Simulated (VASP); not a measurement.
# BN in VASP: single point with PBE+D3(BJ)

Aim: the single point of BN with PBE+D3(BJ).

All numbers are computed with VASP 6.6.1; they aren't measurements. Logs are shortened: lines on timing, memory, paths and dates and some standing lists are left out, and cuts for length are marked.

## (1) The cell of the first run

The cell holds a slab with vacuum, 36 atoms: a = 7.519 Å, b = 7.519 Å, c = 22.591 Å, α = 90.00°, β = 90.00°, γ = 120.00°.

## (2) Single point, PBE+D3(BJ)

The input, INCAR:

```
PREC = Accurate ; ENCUT = 520
EDIFF = 1E-6 ; ISMEAR = 0
SIGMA = 0.05 ; LREAL = Auto
LASPH = True ; NELM = 100
ALGO = Normal ; ISIF = 2
LWAVE = False ; LCHARG = False
LDIPOL = True ; IDIPOL = 3
DIPOL = 0.5 0.5 0.428 ; GGA = PE
IVDW = 12 ; NBANDS = 96
```

The input, KPOINTS:

```
Automatic mesh
0
Gamma
  3 3 1
```

The input, POSCAR:

```
BN
1.0
    7.5193143265      0.0000000000      0.0000000000
   -3.7596571633      6.5119172258      0.0000000000
    0.0000000000      0.0000000000     22.5912245264
B N
18 18
Direct
    0.2222222222      0.1111111111      0.3541198040
    0.2222222222      0.4444444444      0.3541198040
    0.2222222222      0.7777777778      0.3541198040
    0.5555555556      0.1111111111      0.3541198040
    0.5555555556      0.4444444445      0.3541198040
    0.5555555556      0.7777777778      0.3541198040
    0.8888888889      0.1111111111      0.3541198040
    0.8888888889      0.4444444444      0.3541198040
    0.8888888889      0.7777777778      0.3541198040
    0.1131176147      0.2232254740      0.5025336329
    0.1121451222      0.5561316960      0.5025414484
    0.1121451222      0.8893467596      0.5025414484
    0.4454869185      0.2228393983      0.5024284140
    0.4454869185      0.5559808535      0.5024284140
    0.4453372247      0.8893352790      0.5025585159
    0.7782760639      0.2232129080      0.5026133393
    0.7786435477      0.5559884405      0.5024447190
    0.7782760639      0.8883964893      0.5026133393
    0.1111111111      0.2222222222      0.3541198040
    0.1111111111      0.5555555556      0.3541198040
    0.1111111111      0.8888888889      0.3541198040
    0.4444444444      0.2222222222      0.3541198040
    0.4444444444      0.5555555556      0.3541198040
    0.4444444444      0.8888888889      0.3541198040
    0.7777777778      0.2222222222      0.3541198040
    0.7777777778      0.5555555556      0.3541198040
    0.7777777778      0.8888888889      0.3541198040
    0.2232419049      0.1116231303      0.5023129565
    0.2232419049      0.4449521080      0.5023129565
    0.2232034759      0.7782684046      0.5025686542
    0.5565355518      0.1116250364      0.5023786181
    0.5565478579      0.4449405956      0.5024003193
    0.5565355518      0.7782438487      0.5023786181
    0.8898870614      0.1116101974      0.5039651582
    0.8898553710      0.4449471178      0.5023625575
    0.8898553710      0.7782415865      0.5023625575
```

Potentials or basis: VASP PAW PBE potentials, release 64 (B, N).

Command:

```bash
> cat potpaw_PBE.64/B/POTCAR potpaw_PBE.64/N/POTCAR > POTCAR
> mpirun -np 1 vasp_std > vasp.out
```

OUTCAR:

```text
PREC = Accurate
   ENCUT = 520
   EDIFF = 1E-6
   ISMEAR = 0
   LREAL = Auto
   LASPH = True
   NELM = 100
   ISIF = 2
   GGA = PE
   IVDW = 12
 IVDW          = 12

 ion  position               nearest neighbor table
   1  0.222  0.111  0.354-  22 1.45  21 1.45  19 1.45
   2  0.222  0.444  0.354-  23 1.45  19 1.45  20 1.45
   3  0.222  0.778  0.354-  24 1.45  20 1.45  21 1.45
   4  0.556  0.111  0.354-  25 1.45  24 1.45  22 1.45
   5  0.556  0.444  0.354-  26 1.45  22 1.45  23 1.45
   6  0.556  0.778  0.354-  27 1.45  23 1.45  24 1.45
[... 28 lines left out ...]
  35  0.890  0.445  0.502-  16 1.44  17 1.45  11 1.45
  36  0.890  0.778  0.502-  18 1.44  17 1.45  12 1.45

  LATTYP: Found a hexagonal cell.
 ALAT       =     7.5193143265
 C/A-ratio  =     3.0044261412

  Lattice vectors:

 A1 = (   7.5193143265,   0.0000000000,   0.0000000000)
 A2 = (  -3.7596571633,   6.5119172258,   0.0000000000)
 A3 = (   0.0000000000,   0.0000000000,  22.5912245264)

Analysis of symmetry for initial positions (statically):
=====================================================================
 Subroutine PRICEL returns:
 Original cell was already a primitive cell.

 Routine SETGRP: Setting up the symmetry group for a
 hexagonal supercell.

 Subroutine GETGRP returns: Found  2 space group operations
 (whereof  1 operations were pure point group operations)
 out of a pool of 24 trial point group operations.

The static configuration has the point symmetry C_1 .
 The point group associated with its full space group is C_1h.

Analysis of symmetry for dynamics (positions and initial velocities):
=====================================================================
 Subroutine PRICEL returns:
 Original cell was already a primitive cell.

 Routine SETGRP: Setting up the symmetry group for a
 hexagonal supercell.

 Subroutine GETGRP returns: Found  2 space group operations
 (whereof  1 operations were pure point group operations)
 out of a pool of 24 trial point group operations.

The dynamic configuration has the point symmetry C_1 .
 The point group associated with its full space group is C_1h.

 Subroutine INISYM returns: Found  2 space group operations
 (whereof  1 operations are pure point group operations),
 and found     1 'primitive' translations

----------------------------------------------------------------------------------------

                                     Primitive cell

  volume of cell :    1106.1828

  direct lattice vectors                    reciprocal lattice vectors
     7.519314326  0.000000000  0.000000000     0.132990850  0.076782303  0.000000000
    -3.759657163  6.511917226  0.000000000     0.000000000  0.153564606  0.000000000
     0.000000000  0.000000000 22.591224526     0.000000000  0.000000000  0.044264975

  length of vectors
     7.519314326  7.519314327 22.591224526     0.153564606  0.153564606  0.044264975

  position of ions in fractional coordinates (direct lattice)
     0.222222222  0.111111111  0.354119804
     0.222222222  0.444444444  0.354119804
     0.222222222  0.777777778  0.354119804
     0.555555556  0.111111111  0.354119804
     0.555555556  0.444444445  0.354119804
     0.555555556  0.777777778  0.354119804
[... 28 lines left out ...]
     0.889855371  0.444947118  0.502362557
     0.889855371  0.778241587  0.502362557

  ion indices of the primitive-cell ions
   primitive index   ion index
                 1           1
                 2           2
                 3           3
                 4           4
                 5           5
                 6           6
[... 28 lines left out ...]
                35          35
                36          36

----------------------------------------------------------------------------------------

 KPOINTS: Automatic mesh

Automatic generation of k-mesh.
 Grid dimensions read from file:
 generate k-points for:    3    3    1

 Generating k-lattice:

  Cartesian coordinates                     Fractional coordinates (reciprocal lattice)
     0.044330283  0.025594101  0.000000000     0.333333333  0.000000000  0.000000000
     0.000000000  0.051188202  0.000000000     0.000000000  0.333333333  0.000000000
     0.000000000  0.000000000  0.044264975     0.000000000  0.000000000  1.000000000

  Length of vectors
     0.051188202  0.051188202  0.044264975

  Shift w.r.t. Gamma in fractional coordinates (k-lattice)
     0.000000000  0.000000000  0.000000000

 Subroutine IBZKPT returns following result:
 ===========================================

 Found      4 irreducible k-points:

 Following reciprocal coordinates:
            Coordinates               Weight
  0.000000  0.000000  0.000000      1.000000
  0.333333  0.000000  0.000000      2.000000
  0.000000  0.333333  0.000000      4.000000
  0.333333  0.333333  0.000000      2.000000
   k-points           NKPTS =      4   k-points in BZ     NKDIM =      4   number of bands    NBANDS=     96
   number of dos      NEDOS =    301   number of ions     NIONS =     36
   total plane-waves  NPLWV = 526848
   dimension x,y,z NGX =    56 NGY =   56 NGZ =  168
   dimension x,y,z NGXF=   112 NGYF=  112 NGZF=  336
   ions per type =              18  18
   NGX,Y,Z   is equivalent  to a cutoff of  12.38, 12.38, 12.36 a.u.
   NGXF,Y,Z  is equivalent  to a cutoff of  24.76, 24.76, 24.73 a.u.
 SYSTEM =  unknown system
   PREC   = accura    normal or accurate (medium, high low for compatibility)
   ISTART =      0    job   : 0-new  1-cont  2-samecut
   ICHARG =      2    charge: 1-file 2-atom 10-const
   ISPIN  =      1    spin polarized calculation?
   LNONCOLLINEAR =      F non collinear calculations
   LSORBIT =      F    spin-orbit coupling
   LASPH  =      T    aspherical Exc in radial PAW
   ENCUT  =  520.0 eV  38.22 Ry    6.18 a.u.  13.98 13.98 42.00*2*pi/ulx,y,z
   NELM   =    100;   NELMIN=  2; NELMDL= -5     # of ELM steps
   EDIFF  = 0.1E-05   stopping-criterion for ELM
   LREAL  =      T    real-space projection
   EDIFFG = 0.1E-04   stopping-criterion for IOM
   NSW    =      0    number of steps for IOM
   IBRION =     -1    ionic relax: 0-MD 1-quasi-New 2-CG
   NFREE  =      0    steps in history (QN), initial steepest desc. (CG)
   ISIF   =      2    stress and relaxation
   ISYM   =      2    0-nonsym 1-usesym 2-fastsym
   POTIM  = 0.5000    time-step for ionic-motion
   TEBEG  =    0.0;   TEEND  =   0.0 temperature during run
   PSTRESS=    0.0 pullay stress
   NELECT =     144.0000    total number of electrons
   NUPDOWN=      -1.0000    fix difference up-down
   EMIN   =  10.00;   EMAX   =-10.00  energy-range for DOS
   EFERMI =   0.00;   METHOD = LEGACY
   ISMEAR =     0;   SIGMA  =   0.05  broadening in eV -4-tet -1-fermi 0-gaus
   EFERMI_NEDOS =   21; number of points for ismear=-14 and -15
   IALGO  =     38    algorithm
   IMIX   =      4    mixing-type and parameters
     AMIX     =   0.40;   BMIX     =  1.00
     AMIX_MAG =   1.60;   BMIX_MAG =  1.00
  volume/ion in A,a.u.               =      30.73       207.36
  Fermi-wavevector in a.u.,A,eV,Ry     =   0.829698  1.567902  9.366233  0.688399
  Thomas-Fermi vector in A             =   1.942289
   LORBIT       =      0    0 simple, 1 ext, 2 COOP (PROOUT), +10 PAW based schemes
   GGA     = PE    functional components
   LHFCALC =     F    Hartree Fock is set to
   AEXX    =    0.0000 exact exchange contribution
   IVDW    =    12    specifies the selected vdW correction
   LEPSILON=     F    determine dielectric tensor
   LRPA    =     F    only Hartree local field effects (RPA)
 non-spin polarized calculation
 Gauss-broadening in eV      SIGMA  =   0.05
  energy-cutoff  :      520.00
  volume of cell :     1106.18
 maximum number of plane-waves:     29880
 NGX is ok and might be reduce to    56
   NGX = 27   NGY = 27   NGZ = 85

 dipolmoment           0.000000      0.000000     -0.000021 electrons x Angstroem

 number of electron     143.9999995 magnetization

 dipolmoment           0.000000      0.000000      0.002075 electrons x Angstroem

 Free energy of the ion-electron system (eV)
  ---------------------------------------------------
  ext. energy  EPLUGINS =         0.00000000
  ---------------------------------------------------
  free energy    TOTEN  =      -316.62561417 eV

  energy without entropy =     -316.62561417  energy(sigma->0) =     -316.62561417

 E-fermi :  -3.2416     XC(G=0):  -3.3486

 val. band max:       -3.4614770536   @ k =   0.0000   0.0000   0.0000
 cond. band min:       1.1009687041   @ k =   0.3333   0.3333   0.0000
 fundamental gap:      4.5624457577
 Fermi energy:        -3.2416186338

 k-point     1 :       0.0000    0.0000    0.0000
  band No.  band energies     occupation
      1     -21.1682      2.00000
      2     -21.0310      2.00000
      3     -19.2203      2.00000
      4     -19.2167      2.00000
      5     -19.2162      2.00000
      6     -19.2132      2.00000
[... 76 lines left out ...]
     83       3.4335      0.00000
     84       3.4440      0.00000

 k-point     2 :       0.3333    0.0000    0.0000
  band No.  band energies     occupation
      1     -20.9300      2.00000
      2     -20.7968      2.00000
      3     -20.2402      2.00000
      4     -20.1190      2.00000
      5     -19.6002      2.00000
      6     -19.5896      2.00000
[... 76 lines left out ...]
     83       2.7621      0.00000
     84       2.7715      0.00000

 k-point     3 :       0.0000    0.3333    0.0000
  band No.  band energies     occupation
      1     -20.9300      2.00000
      2     -20.7968      2.00000
      3     -20.2402      2.00000
      4     -20.1190      2.00000
      5     -19.6002      2.00000
      6     -19.5895      2.00000
[... 76 lines left out ...]
     83       2.7589      0.00000
     84       2.7693      0.00000

 k-point     4 :       0.3333    0.3333    0.0000
  band No.  band energies     occupation
      1     -20.4740      2.00000
      2     -20.4708      2.00000
      3     -20.4525      2.00000
      4     -20.3473      2.00000
      5     -20.3449      2.00000
      6     -20.3243      2.00000
[... 76 lines left out ...]
     83       2.9194      0.00000
     84       2.9277      0.00000
 [bands above 84 left out]

------------------------ aborting loop because EDIFF is reached ----------------------------------------

 vacuum level on the upper side and lower side of the slab       (xc-potential included)        -0.088        -0.099

 Edisp (eV)   -3.79917

 E8    (eV) :    -1.1709

  FORCE on cell =-STRESS in cart. coord.  units (eV):
  Direction    XX          YY          ZZ          XY          YZ          ZX
  --------------------------------------------------------------------------------------
  -------------------------------------------------------------------------------------
  Total       1.46920     1.46636    -0.31653     0.00246    -0.00396    -0.00687
  in kB       2.12796     2.12385    -0.45845     0.00356    -0.00574    -0.00995
  external pressure =        1.26 kB  Pullay stress =        0.00 kB

 VOLUME and BASIS-vectors are now :
 -----------------------------------------------------------------------------
  energy-cutoff  :      520.00
  volume of cell :     1106.18
      direct lattice vectors                 reciprocal lattice vectors
     7.519314326  0.000000000  0.000000000     0.132990850  0.076782303  0.000000000
    -3.759657163  6.511917226  0.000000000     0.000000000  0.153564606  0.000000000
     0.000000000  0.000000000 22.591224526     0.000000000  0.000000000  0.044264975

 POSITION                                       TOTAL-FORCE (eV/Angst)
 -----------------------------------------------------------------------------------
      1.25322      0.72355      8.00000         0.000932     -0.001541      0.021799
     -0.00000      2.89419      8.00000        -0.000868      0.001578      0.021799
     -1.25322      5.06482      8.00000         0.000248      0.000143      0.020177
      3.75966      0.72355      8.00000        -0.001066     -0.001627      0.022226
      2.50644      2.89419      8.00000        -0.000359     -0.000207      0.020710
      1.25322      5.06482      8.00000        -0.001942     -0.000109      0.022226
[... 28 lines left out ...]
      5.01825      2.89746     11.34899        -0.039731      0.095212      0.034148
      3.76518      5.06784     11.34899         0.062590     -0.082014      0.034148
 -----------------------------------------------------------------------------------
    total drift:                                0.001061      0.000618      0.001834

  FREE ENERGIE OF THE ION-ELECTRON SYSTEM (eV)
  ---------------------------------------------------
  free  energy   TOTEN  =      -320.4247822921 eV

  energy  without entropy=     -320.4247822921  energy(sigma->0) =     -320.42478229

 vacuum level on the upper side and lower side of the slab         2.326         2.314
```

Wall time 33 min (1 thread of Oxide Virtual Turin-like, shared host); peak memory 1.1 GiB.

Results:

| Item | Value |
| --- | --- |
| Free energy | -320.4248 eV |
| Largest force | 0.413 eV/Å |
| Band gap on the k mesh | 4.56 eV |
| Dispersion energy per atom | -0.106 eV |

Forces in eV/Å, atoms in the order of the input:
```
B    0.001 -0.002  0.022
B   -0.001  0.002  0.022
B    0.000  0.000  0.020
B   -0.001 -0.002  0.022
B    0.000  0.000  0.021
B   -0.002  0.000  0.022
B    0.000  0.000  0.020
B    0.001  0.001  0.022
B    0.002  0.000  0.022
B   -0.348 -0.201  0.095
B   -0.004 -0.052 -0.052
B   -0.047  0.023 -0.052
B    0.004 -0.058 -0.060
B   -0.048  0.033 -0.060
B    0.046  0.027 -0.049
B    0.340 -0.197  0.084
B    0.052  0.030 -0.060
B    0.000  0.393  0.084
N   -0.001  0.000 -0.021
N    0.000  0.000 -0.024
N    0.000  0.000 -0.024
N    0.000  0.000 -0.024
N    0.001  0.000 -0.024
N    0.000  0.000 -0.023
N    0.001  0.000 -0.021
N    0.000  0.000 -0.024
N    0.000  0.001 -0.021
N    0.103 -0.010  0.034
N    0.043  0.094  0.034
N    0.001  0.000  0.047
N   -0.104 -0.012  0.033
N   -0.002 -0.001  0.045
N   -0.062 -0.084  0.033
N    0.002  0.001 -0.210
N   -0.040  0.095  0.034
N    0.063 -0.082  0.034
```
